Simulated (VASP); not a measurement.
Wanted: the native input for a VASP 6.6.1 run.

* Task: single point
* Functional: PBE
* Potentials or basis: VASP PAW PBE potentials, release 64 (C_h, O_h, H_h)
* Cutoff: 1000 eV
* k mesh: 1 × 1 × 1
* Occupations: fermi-dirac, width 0.05 eV
* Spin: no spin polarisation
* Dipole correction: no
* Further INCAR settings: LREAL = Auto; ALGO = Normal; EDIFF = 1e-06; NBANDS = 64

The structure of H6C2O lies in POSCAR:

```
H6C2O
1.0
    7.2936330000      0.0000000000      0.0000000000
    0.0000000000      7.2936330000      0.0000000000
    0.0000000000      0.0000000000      7.2936330000
C O H
8 4 24
Direct
    0.8184176168      0.7957741065      0.6135138732
    0.8780511400      0.9406191561      0.4775285724
    0.3824900918      0.7276323690      0.0204403043
    0.2471606948      0.8820264215      0.0524477639
    0.4868148261      0.4429119488      0.4153834032
    0.2944292494      0.4225223601      0.4904379104
    0.6244391675      0.2584281186      0.9077150804
    0.8093709278      0.3330741184      0.9642936880
    0.7381777527      0.9669800829      0.3430691149
    0.0672532670      0.8169709391      0.0102571387
    0.2391991022      0.2354229136      0.4644688887
    0.9152467478      0.1836088996      1.0434615270
    0.7891052447      1.0446258151      0.2468805132
    0.9034679448      1.0714112224      0.5523829796
    1.0081612824      0.8998250856      0.4114530449
    0.9246925283      0.7749852195      0.7184707817
    0.6905013315      0.8361010998      0.6830325744
    0.7939164507      0.6648743018      0.5426226923
   -0.0135573548      0.9237571465      0.0069773770
    0.2555192530      0.9288407849      0.1962715590
    0.2827170253      1.0000963128     -0.0359451772
    0.5184435608      0.7635733908      0.0737372840
    0.3353510376      0.6043053304      0.0927686200
    0.3936562553      0.6955274763     -0.1260850392
    0.1209900085      0.2174827253      0.5233506712
    0.2909650836      0.4595527672      0.6373178150
    0.1996718946      0.5163035477      0.4181475983
    0.5300853006      0.5869661112      0.4183409602
    0.5842829742      0.3604557076      0.4951913364
    0.4917533109      0.3952924791      0.2728584001
    1.0333354972      0.2321543319      1.0820530210
    0.8831432785      0.3915029689      0.8453222247
    0.7946659228      0.4429634972      1.0674385857
    0.5344599023      0.3716691995      0.8645503975
    0.6359910209      0.1612050035      0.7930109962
    0.5582901624      0.1879933409      1.0236238189
```

One way to write it, as run:

INCAR

```
ALGO     = Normal         # electronic algorithm
EDIFF    = 1E-6           # SCF threshold, eV
ENCUT    = 1000           # plane-wave cutoff, eV
GGA      = PE             # functional
GGA_COMPAT= F            
ISIF     = 2              # what is computed and relaxed
ISMEAR   = -1             # smearing method
LASPH    = T              # aspherical terms in the spheres
LCHARG   = F              # write CHGCAR
LREAL    = Auto         
LWAVE    = F              # write WAVECAR
NBANDS   = 64             # bands
NELM     = 120            # most SCF steps
PREC     = Accurate       # precision mode
SIGMA    = 0.05           # smearing width, eV
```

KPOINTS

```
k-points
0
Gamma
  1 1 1
```

Potentials or basis: VASP PAW PBE potentials, release 64 (C_h, O_h, H_h).

Run with:

```sh
$ cat potpaw_PBE.64/C_h/POTCAR potpaw_PBE.64/O_h/POTCAR potpaw_PBE.64/H_h/POTCAR > POTCAR
$ mpirun -np 1 vasp_gam > vasp.out
```

It gave:

The pressure is 0.1 GPa and the largest force is 0.165 eV/Å. The band gap on the k mesh is 4.60 eV.

Caveat: the k points lie up to 0.86 Å⁻¹ apart.

Wall time 76 s on 1 thread of AMD EPYC 9R45 96-Core Processor (Zen 5), on a shared host, peak memory 0.9 GiB.
